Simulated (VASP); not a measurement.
# BaF2 (Frankdicksonite) (Fm-3m) in VASP: settings compared

Aim: see how the results for BaF2 (Frankdicksonite) move with the level of theory and the settings. Levels: PBE+D4, PBE. Tasks: single point, relaxation of cell and atoms.

Program: VASP 6.6.1. These are calculated values, not measurements. Logs are shortened: lines on timing, memory, paths and dates and some standing lists are left out, and cuts for length are marked.

## (1) The cell of the first run

It takes space group Fm-3m (No. 225, cubic). Conventional cell: a = 6.212 Å, b = 6.212 Å, c = 6.212 Å, α = 90.00°, β = 90.00°, γ = 90.00°. Within 3.5 Å of Ba (site symmetry m-3m) lie 8 F at 2.69 Å. F (site symmetry -43m) has 4 Ba at 2.69 Å and 6 F at 3.11 Å within 3.5 Å.

## (2) Single point, PBE+D4

Input file INCAR:

```
PREC = Accurate
ENCUT = 600
EDIFF = 1E-6
ISMEAR = 0
SIGMA = 0.01
LREAL = F
LASPH = T
NELM = 120
ALGO = Normal
ISIF = 2
LWAVE = F
LCHARG = F
GGA = PE
IVDW = 13
NBANDS = 19
GGA_COMPAT = F
```

Input file KPOINTS:

```
regular mesh
0
Gamma
  5 5 5
```

Input file POSCAR:

```
BaF2
1.0
    0.0000000000      3.1057544629      3.1057544629
    3.1057544629      0.0000000000      3.1057544629
    3.1057544629      3.1057544629      0.0000000000
Ba F
1 2
Direct
    0.0000000000      0.0000000000      0.0000000000
    0.2500000000      0.2500000000      0.2500000000
    0.7500000000      0.7500000000      0.7500000000
```

Potentials or basis: VASP PAW PBE potentials, release 64 (Ba_sv, F).

Run with:

```console
$ cat potpaw_PBE.64/Ba_sv/POTCAR potpaw_PBE.64/F/POTCAR > POTCAR
$ mpirun -np 1 vasp_std > vasp.out
```

OUTCAR:

```text
PREC = Accurate
   ENCUT = 600
   EDIFF = 1E-6
   ISMEAR = 0
   LREAL = F
   LASPH = T
   NELM = 120
   ISIF = 2
   GGA = PE
   IVDW = 13

 ion  position               nearest neighbor table
   1  0.000  0.000  0.000-   3 2.69   3 2.69   3 2.69   2 2.69   2 2.69   2 2.69   3 2.69   2 2.69

   2  0.250  0.250  0.250-   1 2.69   1 2.69   1 2.69   1 2.69
   3  0.750  0.750  0.750-   1 2.69   1 2.69   1 2.69   1 2.69

  LATTYP: Found a face centered cubic cell.
 ALAT       =     6.2115089258

  Lattice vectors:

 A1 = (   0.0000000000,   3.1057544629,   3.1057544629)
 A2 = (   3.1057544629,   0.0000000000,   3.1057544629)
 A3 = (   3.1057544629,   3.1057544629,   0.0000000000)

Analysis of symmetry for initial positions (statically):
[... 5 lines left out ...]
 face centered cubic supercell.

 Subroutine GETGRP returns: Found 48 space group operations
 (whereof 48 operations were pure point group operations)
 out of a pool of 48 trial point group operations.

The static configuration has the point symmetry O_h .

Analysis of symmetry for dynamics (positions and initial velocities):
[... 5 lines left out ...]
 face centered cubic supercell.

 Subroutine GETGRP returns: Found 48 space group operations
 (whereof 48 operations were pure point group operations)
 out of a pool of 48 trial point group operations.

The dynamic configuration has the point symmetry O_h .

 Subroutine INISYM returns: Found 48 space group operations
 (whereof 48 operations are pure point group operations),
 and found     1 'primitive' translations

----------------------------------------------------------------------------------------

                                     Primitive cell

  volume of cell :      59.9144

  direct lattice vectors                    reciprocal lattice vectors
     0.000000000  3.105754463  3.105754463    -0.160991478  0.160991478  0.160991478
     3.105754463  0.000000000  3.105754463     0.160991478 -0.160991478  0.160991478
     3.105754463  3.105754463  0.000000000     0.160991478  0.160991478 -0.160991478

  length of vectors
     4.392200083  4.392200083  4.392200083     0.278845419  0.278845419  0.278845419

  position of ions in fractional coordinates (direct lattice)
     0.000000000  0.000000000  0.000000000
     0.250000000  0.250000000  0.250000000
     0.750000000  0.750000000  0.750000000

  ion indices of the primitive-cell ions
   primitive index   ion index
                 1           1
                 2           2
                 3           3

----------------------------------------------------------------------------------------

 KPOINTS: regular mesh

Automatic generation of k-mesh.
 Grid dimensions read from file:
 generate k-points for:    5    5    5

 Generating k-lattice:

  Cartesian coordinates                     Fractional coordinates (reciprocal lattice)
    -0.032198296  0.032198296  0.032198296     0.200000000  0.000000000  0.000000000
     0.032198296 -0.032198296  0.032198296     0.000000000  0.200000000  0.000000000
     0.032198296  0.032198296 -0.032198296     0.000000000  0.000000000  0.200000000

  Length of vectors
     0.055769084  0.055769084  0.055769084

  Shift w.r.t. Gamma in fractional coordinates (k-lattice)
     0.000000000  0.000000000  0.000000000

 Subroutine IBZKPT returns following result:
 ===========================================

 Found     10 irreducible k-points:

 Following reciprocal coordinates:
            Coordinates               Weight
  0.000000  0.000000  0.000000      1.000000
  0.200000  0.000000  0.000000      8.000000
  0.400000  0.000000  0.000000      8.000000
  0.200000  0.200000  0.000000      6.000000
  0.400000  0.200000  0.000000     24.000000
 -0.400000  0.200000  0.000000     24.000000
 -0.200000  0.200000  0.000000     12.000000
  0.400000  0.400000  0.000000      6.000000
 -0.400000  0.400000  0.000000     12.000000
 -0.400000  0.400000  0.200000     24.000000
   k-points           NKPTS =     10   k-points in BZ     NKDIM =     10   number of bands    NBANDS=     19
   number of dos      NEDOS =    301   number of ions     NIONS =      3
   total plane-waves  NPLWV =  46656
   dimension x,y,z NGX =    36 NGY =   36 NGZ =   36
   dimension x,y,z NGXF=    72 NGYF=   72 NGZF=   72
   ions per type =               1   2
   NGX,Y,Z   is equivalent  to a cutoff of  13.63, 13.63, 13.63 a.u.
   NGXF,Y,Z  is equivalent  to a cutoff of  27.25, 27.25, 27.25 a.u.
 SYSTEM =  unknown system
   PREC   = accura    normal or accurate (medium, high low for compatibility)
   ISTART =      0    job   : 0-new  1-cont  2-samecut
   ICHARG =      2    charge: 1-file 2-atom 10-const
   ISPIN  =      1    spin polarized calculation?
   LNONCOLLINEAR =      F non collinear calculations
   LSORBIT =      F    spin-orbit coupling
   LASPH  =      T    aspherical Exc in radial PAW
   ENCUT  =  600.0 eV  44.10 Ry    6.64 a.u.   8.77  8.77  8.77*2*pi/ulx,y,z
[... 53 lines left out ...]
 fundamental gap:      6.7392430508
 Fermi energy:        -2.0261602757

 k-point     1 :       0.0000    0.0000    0.0000
  band No.  band energies     occupation
      1     -25.2082      2.00000
      2     -21.0190      2.00000
      3     -20.9779      2.00000
      4     -10.0536      2.00000
      5     -10.0536      2.00000
      6     -10.0536      2.00000
[... 11 lines left out ...]
     18       9.2470      0.00000
     19      13.3133      0.00000

 k-point     2 :       0.2000    0.0000    0.0000
  band No.  band energies     occupation
      1     -25.1404      2.00000
      2     -21.0745      2.00000
      3     -21.0423      2.00000
      4     -10.1160      2.00000
      5     -10.1088      2.00000
      6     -10.1088      2.00000
[... 11 lines left out ...]
     18       9.2862      0.00000
     19      11.9908      0.00000

 k-point     3 :       0.4000    0.0000    0.0000
  band No.  band energies     occupation
      1     -25.0233      2.00000
      2     -21.2294      2.00000
      3     -21.0895      2.00000
      4     -10.1996      2.00000
      5     -10.1941      2.00000
      6     -10.1941      2.00000
[... 11 lines left out ...]
     18       9.4083      0.00000
     19      11.4806      0.00000

 k-point     4 :       0.2000    0.2000    0.0000
  band No.  band energies     occupation
      1     -25.1174      2.00000
      2     -21.0947      2.00000
      3     -21.0618      2.00000
      4     -10.1925      2.00000
      5     -10.1925      2.00000
      6     -10.0044      2.00000
[... 11 lines left out ...]
     18       9.3944      0.00000
     19      13.3750      0.00000

 k-point     5 :       0.4000    0.2000    0.0000
  band No.  band energies     occupation
      1     -25.0149      2.00000
      2     -21.2118      2.00000
      3     -21.1207      2.00000
      4     -10.2858      2.00000
      5     -10.2845      2.00000
      6     -10.0415      2.00000
[... 11 lines left out ...]
     18       9.7491      0.00000
     19      11.9030      0.00000

 k-point     6 :      -0.4000    0.2000    0.0000
  band No.  band energies     occupation
      1     -24.9736      2.00000
      2     -21.2445      2.00000
      3     -21.1586      2.00000
      4     -10.2711      2.00000
      5     -10.2617      2.00000
      6     -10.1618      2.00000
[... 11 lines left out ...]
     18      10.2901      0.00000
     19      11.7841      0.00000

 k-point     7 :      -0.2000    0.2000    0.0000
  band No.  band energies     occupation
      1     -25.0546      2.00000
      2     -21.1523      2.00000
      3     -21.1132      2.00000
      4     -10.2067      2.00000
      5     -10.1693      2.00000
      6     -10.1542      2.00000
[... 11 lines left out ...]
     18       9.7247      0.00000
     19      12.0014      0.00000

 k-point     8 :       0.4000    0.4000    0.0000
  band No.  band energies     occupation
      1     -24.9588      2.00000
      2     -21.2952      2.00000
      3     -21.1296      2.00000
      4     -10.4013      2.00000
      5     -10.4013      2.00000
      6      -9.9146      2.00000
[... 11 lines left out ...]
     18       9.7283      0.00000
     19      13.0362      0.00000

 k-point     9 :      -0.4000    0.4000    0.0000
  band No.  band energies     occupation
      1     -24.9326      2.00000
      2     -21.2965      2.00000
      3     -21.1733      2.00000
      4     -10.3927      2.00000
      5     -10.3879      2.00000
      6      -9.9906      2.00000
[... 11 lines left out ...]
     18      11.9693      0.00000
     19      12.1443      0.00000

 k-point    10 :      -0.4000    0.4000    0.2000
  band No.  band energies     occupation
      1     -24.9486      2.00000
      2     -21.2497      2.00000
      3     -21.1946      2.00000
      4     -10.4084      2.00000
      5     -10.2414      2.00000
      6     -10.0958      2.00000
[... 11 lines left out ...]
     18      11.1300      0.00000
     19      12.5070      0.00000

------------------------ aborting loop because EDIFF is reached ----------------------------------------

  DFT-D4 for vdW energy calculation

  Edisp (eV):   -0.34899

  FORCE on cell =-STRESS in cart. coord.  units (eV):
  Direction    XX          YY          ZZ          XY          YZ          ZX
  --------------------------------------------------------------------------------------
  -------------------------------------------------------------------------------------
  Total       0.36426     0.36426     0.36426     0.00000     0.00000    -0.00000
  in kB       9.74082     9.74082     9.74082     0.00000     0.00000    -0.00000
  external pressure =        9.74 kB  Pullay stress =        0.00 kB

 VOLUME and BASIS-vectors are now :
 -----------------------------------------------------------------------------
  energy-cutoff  :      600.00
  volume of cell :       59.91
      direct lattice vectors                 reciprocal lattice vectors
     0.000000000  3.105754463  3.105754463    -0.160991478  0.160991478  0.160991478
     3.105754463  0.000000000  3.105754463     0.160991478 -0.160991478  0.160991478
     3.105754463  3.105754463  0.000000000     0.160991478  0.160991478 -0.160991478

 POSITION                                       TOTAL-FORCE (eV/Angst)
 -----------------------------------------------------------------------------------
      0.00000      0.00000      0.00000         0.000000     -0.000000      0.000000
      1.55288      1.55288      1.55288         0.000000      0.000000      0.000000
      4.65863      4.65863      4.65863        -0.000000      0.000000     -0.000000
 -----------------------------------------------------------------------------------
    total drift:                                0.000000      0.000000      0.000000

  FREE ENERGIE OF THE ION-ELECTRON SYSTEM (eV)
  ---------------------------------------------------
  free  energy   TOTEN  =       -17.4663592382 eV

  energy  without entropy=      -17.4663592382  energy(sigma->0) =      -17.46635924
```

Wall time 9.2 s (1 thread of AMD EPYC 9R45 (Zen 5), shared host); peak memory 0.17 GiB.

Results:

* Free energy: -17.4664 eV
* Pressure: 1.0 GPa
* Band gap on the k mesh: 6.74 eV, indirect (least direct gap 6.81 eV)
* Dispersion energy per atom: -0.116 eV

Caveat: spin-orbit coupling is left out, which moves the levels of the heavy elements.

## (3) Single point, PBE

This run uses another cell than the first one, of 20.31 Å³/atom, 1.017 times its volume.

Input file INCAR:

```
PREC = Accurate ; ENCUT = 600
EDIFF = 1E-6 ; ISMEAR = 0
SIGMA = 0.01 ; LREAL = F
LASPH = T ; NELM = 120
ALGO = Normal ; ISIF = 2
LWAVE = F ; LCHARG = F
GGA = PE ; NBANDS = 19
GGA_COMPAT = F
```

KPOINTS is that of step 2.

Input file POSCAR:

```
BaF2
1.0
    0.0000000000      3.1229586029      3.1229586029
    3.1229586029      0.0000000000      3.1229586029
    3.1229586029      3.1229586029      0.0000000000
Ba F
1 2
Direct
    0.0000000000      0.0000000000      0.0000000000
    0.2500000000      0.2500000000      0.2500000000
    0.7500000000      0.7500000000      0.7500000000
```

Potentials or basis: VASP PAW PBE potentials, release 64 (Ba_sv, F).

Run with:

```console
$ cat potpaw_PBE.64/Ba_sv/POTCAR potpaw_PBE.64/F/POTCAR > POTCAR
$ mpirun -np 1 vasp_std > vasp.out
```

It took 9.2 s on 1 thread of AMD EPYC 9R45 (Zen 5), shared host; peak memory 0.17 GiB.

The run converged. Its results:

```
Free energy            : -17.1281 eV
Pressure               : 0.9 GPa
Band gap on the k mesh : 6.67 eV, indirect (least direct gap 6.73 eV)
```

Levels at points of the mesh, in eV from the valence-band top:
```csv
k point,band 9,band 10,band 11,band 12,band 13,band 14,band 15,band 16
"(0.00, 0.00, 0.00)",-1.43,-0.07,-0.07,-0.07,6.67,9.10,9.10,11.21
```

Caveat: spin-orbit coupling is left out, which moves the levels of the heavy elements.

## (4) Relaxation of cell and atoms, PBE+D4

This run uses another cell than the first one, of 19.86 Å³/atom, 0.994 times its volume.

Input file INCAR:

```
ALGO     = Normal         # electronic algorithm
EDIFF    = 1E-7           # SCF threshold, eV
EDIFFG   = -0.01          # ionic threshold
ENCUT    = 600            # plane-wave cutoff, eV
GGA      = PE             # functional
GGA_COMPAT= False        
IBRION   = 2              # ionic algorithm
ISIF     = 3              # what is computed and relaxed
ISMEAR   = 0              # smearing method
IVDW     = 13             # dispersion correction
LASPH    = True           # aspherical terms in the spheres
LCHARG   = False          # write CHGCAR
LREAL    = False          # projectors in reciprocal space
LWAVE    = False          # write WAVECAR
NELM     = 120            # most SCF steps
NELMIN   = 4            
NSW      = 80             # ionic steps
PREC     = Accurate       # precision mode
SIGMA    = 0.01           # smearing width, eV
```

Input file KPOINTS:

```
k-points
0
Gamma
  5 5 5
```

Input file POSCAR:

```
BaF2
1.0
    0.0000000000      3.1000500000      3.1000500000
    3.1000500000      0.0000000000      3.1000500000
    3.1000500000      3.1000500000      0.0000000000
Ba F
1 2
Direct
    0.0000000000      0.0000000000      0.0000000000
    0.2500000000      0.2500000000      0.2500000000
    0.7500000000      0.7500000000      0.7500000000
```

Run with:

```console
$ cat potpaw_PBE.64/Ba_sv/POTCAR potpaw_PBE.64/F/POTCAR > POTCAR
$ mpirun -np 1 vasp_std > vasp.out
```

Run time: 17 s. Hardware: 1 thread of AMD EPYC 9R45 (Zen 5), shared host; peak memory 0.17 GiB.

Results (log left out):

```
Free energy                            : -17.4691 eV
Relaxed volume                         : 20.33 Å³/atom
Relaxed cell                           : a = 4.419 Å, b = 4.419 Å, c = 4.419 Å, α = 60.00°, β = 60.00°, γ = 60.00°
Space group after relaxing (to 0.05 Å) : Fm-3m (No. 225)
Energy gained by relaxing              : 1.8 meV/atom
Ionic steps                            : 2
Pressure after relaxing                : -0.1 GPa
Band gap on the k mesh                 : 6.66 eV, indirect (least direct gap 6.73 eV)
Dispersion energy per atom             : -0.114 eV
```

Step by step:
```csv
step,energy change (eV),largest force (eV/Å),pressure (GPa),volume (Å³)
1,0.0000,0.0000,1.32,59.58
2,-0.0054,0.0000,-0.06,61.00
```

Final structure:
```
CELL_PARAMETERS angstrom
0.00000 3.12448 3.12448
3.12448 0.00000 3.12448
3.12448 3.12448 0.00000
ATOMIC_POSITIONS crystal
Ba 0.00000 0.00000 0.00000
F 0.25000 0.25000 0.25000
F 0.75000 0.75000 0.75000
```

Levels at points of the mesh, in eV from the valence-band top:
| k point | band 9 | band 10 | band 11 | band 12 | band 13 | band 14 | band 15 | band 16 |
| --- | --- | --- | --- | --- | --- | --- | --- | --- |
| (0.00, 0.00, 0.00) | -1.43 | -0.07 | -0.07 | -0.07 | 6.66 | 9.09 | 9.09 | 11.20 |

Caveat: spin-orbit coupling is left out, which moves the levels of the heavy elements. Zero-point motion and thermal expansion aren't in these numbers.

## (5) Relaxation of cell and atoms, PBE

This run uses another cell than the first one, of 19.86 Å³/atom, 0.994 times its volume.

Input file INCAR:

```
  PREC = Accurate
  ENCUT = 600
  EDIFF = 1E-7
  ISMEAR = 0
  SIGMA = 0.01
  LREAL = False
  LASPH = True
  NELM = 120
  ALGO = Normal
  ISIF = 3
  LWAVE = False
  LCHARG = False
  GGA = PE
  IBRION = 2
  NSW = 80
  EDIFFG = -0.01
  GGA_COMPAT = False
  NELMIN = 4
```

Input file KPOINTS:

```
Automatic mesh
0
Gamma
  5 5 5
```

POSCAR is that of step 4.

Run with:

```console
$ cat potpaw_PBE.64/Ba_sv/POTCAR potpaw_PBE.64/F/POTCAR > POTCAR
$ mpirun -np 1 vasp_std > vasp.out
```

Run time: 23 s. Hardware: 1 thread of AMD EPYC 9R45 (Zen 5), shared host; peak memory 0.17 GiB.

It converged, with:

```yaml
Free_energy: -17.1290 eV
Relaxed_volume: 20.65 Å³/atom
Relaxed_cell: a = 4.441 Å, b = 4.441 Å, c = 4.441 Å, α = 60.00°, β = 60.00°, γ = 60.00°
Space_group_after_relaxing_to_0.05_Å: Fm-3m (No. 225)
Energy_gained_by_relaxing: 5.4 meV/atom
Ionic_steps: 3
Pressure_after_relaxing: 0.0 GPa
Band_gap_on_the_k_mesh: 6.59 eV, indirect (least direct gap 6.65 eV)
```

The path:
| step | energy change (eV) | largest force (eV/Å) | pressure (GPa) | volume (Å³) |
| --- | --- | --- | --- | --- |
| 1 | 0.0000 | 0.0000 | 2.28 | 59.58 |
| 2 | -0.0162 | 0.0000 | -0.09 | 62.06 |
| 3 | -0.0162 | 0.0000 | 0.00 | 61.95 |

Final structure:
```cif
data_structure
_symmetry_space_group_name_H-M 'P 1'
_symmetry_Int_Tables_number 1
_cell_length_a 4.4415
_cell_length_b 4.4415
_cell_length_c 4.4415
_cell_angle_alpha 60.000
_cell_angle_beta 60.000
_cell_angle_gamma 60.000
_cell_volume 61.95
loop_
_atom_site_label
_atom_site_type_symbol
_atom_site_fract_x
_atom_site_fract_y
_atom_site_fract_z
_atom_site_occupancy
Ba1 Ba 0.00000 0.00000 0.00000 1
F1 F 0.25000 0.25000 0.25000 1
F2 F 0.75000 0.75000 0.75000 1
```

Levels at points of the mesh, in eV from the valence-band top:
```
           k point  band 10  band 11  band 12  band 13  band 14  band 15
(0.00, 0.00, 0.00)    -0.06    -0.06    -0.06     6.59     9.03     9.03
```

Caveat: spin-orbit coupling is left out, which moves the levels of the heavy elements.

## (6) Overview

```csv
task,level,cell,gap on the mesh (eV),pressure (GPa),relaxed volume (Å³/atom)
single point,PBE+D4,"a = 4.392 Å, angles 60.0°, 3 atoms",6.74,1.0,-
single point,PBE,"a = 4.417 Å, angles 60.0°, 3 atoms",6.67,0.9,-
relaxation of cell and atoms,PBE+D4,"relaxed from a = 4.384 Å, angles 60.0°, 3 atoms",6.66,-0.1,20.33
relaxation of cell and atoms,PBE,"relaxed from a = 4.384 Å, angles 60.0°, 3 atoms",6.59,0.0,20.65
```

Alike in all rows: potentials or basis VASP PAW PBE potentials, release 64 (Ba_sv, F); no spin polarisation; k mesh 5 × 5 × 5; cutoff (eV) 600; smearing gaussian 0.01 eV.

Caveats: spin-orbit coupling is left out, which moves the levels of the heavy elements.

Absolute energies hang on the potentials; compare differences alone.
